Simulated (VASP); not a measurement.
# BeS (pbe) (F-43m) in VASP: notebook

BeS (pbe) is run at these levels: PBE; tasks: single point, relaxation of cell and atoms.

Program: VASP 6.6.1. These are calculated values, not measurements. Logs are shortened: lines on timing, memory, paths and dates and some standing lists are left out, and cuts for length are marked.

## 1. The cell of the first run

The structure is cubic, space group F-43m (No. 216). Conventional cell: a = 4.870 Å, b = 4.870 Å, c = 4.870 Å, α = 90.00°, β = 90.00°, γ = 90.00°. Be (site symmetry -43m) has 4 S at 2.11 Å within 2.8 Å. S (site symmetry -43m) has 4 Be at 2.11 Å within 2.8 Å.

## 2. Single point, PBE

The input, INCAR:

```
SYSTEM = BeS
  PREC = Accurate
  ENCUT = 600
  EDIFF = 1E-6
  ISMEAR = 0
  SIGMA = 0.1
  LREAL = .FALSE.
  LASPH = .TRUE.
  NELM = 120
  ALGO = Normal
  ISIF = 2
  LWAVE = .FALSE.
  LCHARG = .FALSE.
  GGA = PE
  NBANDS = 11
  GGA_COMPAT = .FALSE.
```

The input, KPOINTS:

```
Automatic mesh
0
G
  6 6 6
  0 0 0
```

The input, POSCAR:

```
BeS
1.0
    0.0000000000      2.4351516500      2.4351516500
    2.4351516500      0.0000000000      2.4351516500
    2.4351516500      2.4351516500      0.0000000000
Be S
1 1
Direct
    0.0000000000      0.0000000000      0.0000000000
    0.2500000000      0.2500000000      0.2500000000
```

Potentials or basis: VASP PAW PBE potentials, release 64 (Be, S).

The run is started by

```console
$ cat potpaw_PBE.64/Be/POTCAR potpaw_PBE.64/S/POTCAR > POTCAR
$ mpirun -np 1 vasp_std > vasp.out
```

OUTCAR:

```text
SYSTEM = BeS
   PREC = Accurate
   ENCUT = 600
   EDIFF = 1E-6
   ISMEAR = 0
   LREAL = .FALSE.
   LASPH = .TRUE.
   NELM = 120
   ISIF = 2
   GGA = PE

 ion  position               nearest neighbor table
   1  0.000  0.000  0.000-   2 2.11   2 2.11   2 2.11   2 2.11
   2  0.250  0.250  0.250-   1 2.11   1 2.11   1 2.11   1 2.11

  LATTYP: Found a face centered cubic cell.
 ALAT       =     4.8703033000

  Lattice vectors:

 A1 = (   0.0000000000,   2.4351516500,   2.4351516500)
 A2 = (   2.4351516500,   0.0000000000,   2.4351516500)
 A3 = (   2.4351516500,   2.4351516500,   0.0000000000)

Analysis of symmetry for initial positions (statically):
=====================================================================
 Subroutine PRICEL returns:
 Original cell was already a primitive cell.

 Routine SETGRP: Setting up the symmetry group for a
 face centered cubic supercell.

 Subroutine GETGRP returns: Found 24 space group operations
 (whereof 24 operations were pure point group operations)
 out of a pool of 48 trial point group operations.

The static configuration has the point symmetry T_d .

Analysis of symmetry for dynamics (positions and initial velocities):
=====================================================================
 Subroutine PRICEL returns:
 Original cell was already a primitive cell.

 Routine SETGRP: Setting up the symmetry group for a
 face centered cubic supercell.

 Subroutine GETGRP returns: Found 24 space group operations
 (whereof 24 operations were pure point group operations)
 out of a pool of 48 trial point group operations.

The dynamic configuration has the point symmetry T_d .

 Subroutine INISYM returns: Found 24 space group operations
 (whereof 24 operations are pure point group operations),
 and found     1 'primitive' translations

----------------------------------------------------------------------------------------

                                     Primitive cell

  volume of cell :      28.8807

  direct lattice vectors                    reciprocal lattice vectors
     0.000000000  2.435151650  2.435151650    -0.205326021  0.205326021  0.205326021
     2.435151650  0.000000000  2.435151650     0.205326021 -0.205326021  0.205326021
     2.435151650  2.435151650  0.000000000     0.205326021  0.205326021 -0.205326021

  length of vectors
     3.443824490  3.443824490  3.443824490     0.355635101  0.355635101  0.355635101

  position of ions in fractional coordinates (direct lattice)
     0.000000000  0.000000000  0.000000000
     0.250000000  0.250000000  0.250000000

  ion indices of the primitive-cell ions
   primitive index   ion index
                 1           1
                 2           2

----------------------------------------------------------------------------------------

 KPOINTS: Automatic mesh

Automatic generation of k-mesh.
 Grid dimensions read from file:
 generate k-points for:    6    6    6

 Generating k-lattice:

  Cartesian coordinates                     Fractional coordinates (reciprocal lattice)
    -0.034221004  0.034221004  0.034221004     0.166666667  0.000000000  0.000000000
     0.034221004 -0.034221004  0.034221004     0.000000000  0.166666667  0.000000000
     0.034221004  0.034221004 -0.034221004     0.000000000  0.000000000  0.166666667

  Length of vectors
     0.059272517  0.059272517  0.059272517

  Shift w.r.t. Gamma in fractional coordinates (k-lattice)
     0.000000000  0.000000000  0.000000000

 Subroutine IBZKPT returns following result:
 ===========================================

 Found     16 irreducible k-points:

 Following reciprocal coordinates:
            Coordinates               Weight
  0.000000  0.000000  0.000000      1.000000
  0.166667  0.000000  0.000000      8.000000
  0.333333  0.000000  0.000000      8.000000
  0.500000  0.000000  0.000000      4.000000
  0.166667  0.166667  0.000000      6.000000
  0.333333  0.166667  0.000000     24.000000
[... 8 lines left out ...]
 -0.333333  0.333333  0.166667     24.000000
 -0.333333  0.500000  0.166667     12.000000
   k-points           NKPTS =     16   k-points in BZ     NKDIM =     16   number of bands    NBANDS=     11
   number of dos      NEDOS =    301   number of ions     NIONS =      2
   total plane-waves  NPLWV =  21952
   dimension x,y,z NGX =    28 NGY =   28 NGZ =   28
   dimension x,y,z NGXF=    56 NGYF=   56 NGZF=   56
   ions per type =               1   1
   NGX,Y,Z   is equivalent  to a cutoff of  13.52, 13.52, 13.52 a.u.
   NGXF,Y,Z  is equivalent  to a cutoff of  27.03, 27.03, 27.03 a.u.
 SYSTEM =  BeS
   PREC   = accura    normal or accurate (medium, high low for compatibility)
   ISTART =      0    job   : 0-new  1-cont  2-samecut
   ICHARG =      2    charge: 1-file 2-atom 10-const
   ISPIN  =      1    spin polarized calculation?
   LNONCOLLINEAR =      F non collinear calculations
   LSORBIT =      F    spin-orbit coupling
   LASPH  =      T    aspherical Exc in radial PAW
   ENCUT  =  600.0 eV  44.10 Ry    6.64 a.u.   6.88  6.88  6.88*2*pi/ulx,y,z
   NELM   =    120;   NELMIN=  2; NELMDL= -5     # of ELM steps
   EDIFF  = 0.1E-05   stopping-criterion for ELM
   LREAL  =      F    real-space projection
   EDIFFG = 0.1E-04   stopping-criterion for IOM
   NSW    =      0    number of steps for IOM
   IBRION =     -1    ionic relax: 0-MD 1-quasi-New 2-CG
   NFREE  =      0    steps in history (QN), initial steepest desc. (CG)
   ISIF   =      2    stress and relaxation
   ISYM   =      2    0-nonsym 1-usesym 2-fastsym
   POTIM  = 0.5000    time-step for ionic-motion
   TEBEG  =    0.0;   TEEND  =   0.0 temperature during run
   PSTRESS=    0.0 pullay stress
   NELECT =       8.0000    total number of electrons
   NUPDOWN=      -1.0000    fix difference up-down
   EMIN   =  10.00;   EMAX   =-10.00  energy-range for DOS
   EFERMI =   0.00;   METHOD = LEGACY
   ISMEAR =     0;   SIGMA  =   0.10  broadening in eV -4-tet -1-fermi 0-gaus
   EFERMI_NEDOS =   21; number of points for ismear=-14 and -15
   IALGO  =     38    algorithm
   IMIX   =      4    mixing-type and parameters
     AMIX     =   0.40;   BMIX     =  1.00
     AMIX_MAG =   1.60;   BMIX_MAG =  1.00
  volume/ion in A,a.u.               =      14.44        97.45
  Fermi-wavevector in a.u.,A,eV,Ry     =   1.067175  2.016668 15.495153  1.138862
  Thomas-Fermi vector in A             =   2.202783
   LORBIT       =      0    0 simple, 1 ext, 2 COOP (PROOUT), +10 PAW based schemes
   GGA     = PE    functional components
   LHFCALC =     F    Hartree Fock is set to
   AEXX    =    0.0000 exact exchange contribution
   IVDW    =     0    specifies the selected vdW correction
   LEPSILON=     F    determine dielectric tensor
   LRPA    =     F    only Hartree local field effects (RPA)
 non-spin polarized calculation
 Gauss-broadening in eV      SIGMA  =   0.10
  energy-cutoff  :      600.00
  volume of cell :       28.88
 maximum number of plane-waves:       982
   NGX = 13   NGY = 13   NGZ = 13

 number of electron       7.9999999 magnetization

 Free energy of the ion-electron system (eV)
  ---------------------------------------------------
  ext. energy  EPLUGINS =         0.00000000
  ---------------------------------------------------
  free energy    TOTEN  =       -10.01080794 eV

  energy without entropy =      -10.01080794  energy(sigma->0) =      -10.01080794

 E-fermi :   4.5220     XC(G=0):  -9.6782

 val. band max:        4.0475352142   @ k =   0.0000   0.0000   0.0000
 cond. band min:       7.1852186485   @ k =   0.5000   0.5000   0.0000
 fundamental gap:      3.1376834343
 Fermi energy:         4.5220204616

 k-point     1 :       0.0000    0.0000    0.0000
  band No.  band energies     occupation
      1      -9.5614      2.00000
      2       4.0475      2.00000
      3       4.0475      2.00000
      4       4.0475      2.00000
      5       9.7210      0.00000
      6       9.7210      0.00000
      7       9.7210      0.00000
      8       9.8276      0.00000
      9      16.8356      0.00000
     10      16.8356      0.00000
     11      18.8221      0.00000

 k-point     2 :       0.1667    0.0000    0.0000
  band No.  band energies     occupation
      1      -9.2560      2.00000
      2       2.1809      2.00000
      3       3.7276      2.00000
      4       3.7276      2.00000
      5       9.6060      0.00000
      6      10.2781      0.00000
      7      10.2781      0.00000
      8      11.8251      0.00000
      9      15.9255      0.00000
     10      15.9255      0.00000
     11      18.5499      0.00000

 k-point     3 :       0.3333    0.0000    0.0000
  band No.  band energies     occupation
      1      -8.4962      2.00000
      2      -0.4536      2.00000
      3       3.2323      2.00000
      4       3.2323      2.00000
      5       9.5242      0.00000
      6      10.7040      0.00000
      7      10.7040      0.00000
      8      14.3634      0.00000
      9      16.6489      0.00000
     10      16.6489      0.00000
     11      18.2200      0.00000

 k-point     4 :       0.5000    0.0000    0.0000
  band No.  band energies     occupation
      1      -7.9849      2.00000
      2      -1.6600      2.00000
      3       3.0304      2.00000
      4       3.0304      2.00000
      5       9.4805      0.00000
      6      10.6116      0.00000
      7      10.6116      0.00000
      8      15.1955      0.00000
      9      18.9285      0.00000
     10      18.9285      0.00000
     11      19.1263      0.00000
[... 127 lines left out ...]
 k-point    14 :       0.5000    0.3333    0.1667
  band No.  band energies     occupation
      1      -7.9367      2.00000
      2      -0.2828      2.00000
      3       1.1028      2.00000
      4       2.1698      2.00000
      5       9.8041      0.00000
      6      11.0836      0.00000
      7      11.8111      0.00000
      8      14.2861      0.00000
      9      16.6071      0.00000
     10      18.5771      0.00000
     11      20.6222      0.00000

 k-point    15 :      -0.3333    0.3333    0.1667
  band No.  band energies     occupation
      1      -7.5651      2.00000
      2      -0.7490      2.00000
      3       0.6540      2.00000
      4       1.7026      2.00000
      5      10.2280      0.00000
      6      11.0543      0.00000
      7      13.4475      0.00000
      8      14.2810      0.00000
      9      15.2210      0.00000
     10      19.4351      0.00000
     11      20.3020      0.00000

 k-point    16 :      -0.3333    0.5000    0.1667
  band No.  band energies     occupation
      1      -7.4146      2.00000
      2      -0.4941      2.00000
      3       0.6829      2.00000
      4       0.9116      2.00000
      5       9.1979      0.00000
      6      10.7128      0.00000
      7      14.0119      0.00000
      8      14.4738      0.00000
      9      18.4032      0.00000
     10      18.4523      0.00000
     11      20.9568      0.00000

------------------------ aborting loop because EDIFF is reached ----------------------------------------

  FORCE on cell =-STRESS in cart. coord.  units (eV):
  Direction    XX          YY          ZZ          XY          YZ          ZX
  --------------------------------------------------------------------------------------
  -------------------------------------------------------------------------------------
  Total        0.0751721      0.0751721      0.0751721     -0.0000000      0.0000000      0.0000000
  in kB        4.1702252      4.1702252      4.1702252     -0.0000000      0.0000000      0.0000000
  external PRESSURE =       4.1702252 kB  Pullay stress =       0.0000000 kB

 VOLUME and BASIS-vectors are now :
 -----------------------------------------------------------------------------
  energy-cutoff  :      600.00
  volume of cell :       28.88
      direct lattice vectors                 reciprocal lattice vectors
     0.000000000  2.435151650  2.435151650    -0.205326021  0.205326021  0.205326021
     2.435151650  0.000000000  2.435151650     0.205326021 -0.205326021  0.205326021
     2.435151650  2.435151650  0.000000000     0.205326021  0.205326021 -0.205326021

 POSITION                                       TOTAL-FORCE (eV/Angst)
 -----------------------------------------------------------------------------------
      0.00000      0.00000      0.00000         0.000000      0.000000     -0.000000
      1.21758      1.21758      1.21758         0.000000     -0.000000      0.000000
 -----------------------------------------------------------------------------------
    total drift:                               -0.000000     -0.000000      0.000000

  FREE ENERGIE OF THE ION-ELECTRON SYSTEM (eV)
  ---------------------------------------------------
  free  energy   TOTEN  =       -10.0108079443 eV

  energy  without entropy=      -10.0108079443  energy(sigma->0) =      -10.01080794
```

Wall time 3 s (1 thread of Intel Xeon 6975P-C (Granite Rapids), shared host); peak memory 0.14 GiB.

What came out:

- Free energy: -10.0108 eV
- Pressure: 0.4 GPa
- Band gap on the k mesh: 3.14 eV, indirect (least direct gap 5.67 eV)

Levels at points of the mesh, in eV from the valence-band top:
| k point | band 1 | band 2 | band 3 | band 4 | band 5 | band 6 | band 7 | band 8 |
| --- | --- | --- | --- | --- | --- | --- | --- | --- |
| (0.00, 0.00, 0.00) | -13.61 | 0.00 | 0.00 | 0.00 | 5.67 | 5.67 | 5.67 | 5.78 |
| (0.50, 0.00, 0.00) | -12.03 | -5.71 | -1.02 | -1.02 | 5.43 | 6.56 | 6.56 | 11.15 |
| (0.50, 0.50, 0.00) | -11.50 | -4.96 | -2.60 | -2.60 | 3.14 | 4.93 | 12.68 | 12.68 |

A k mesh can miss the band edges. As with any semilocal functional, this PBE gap is likely too small.

[end of part 1 of 2]
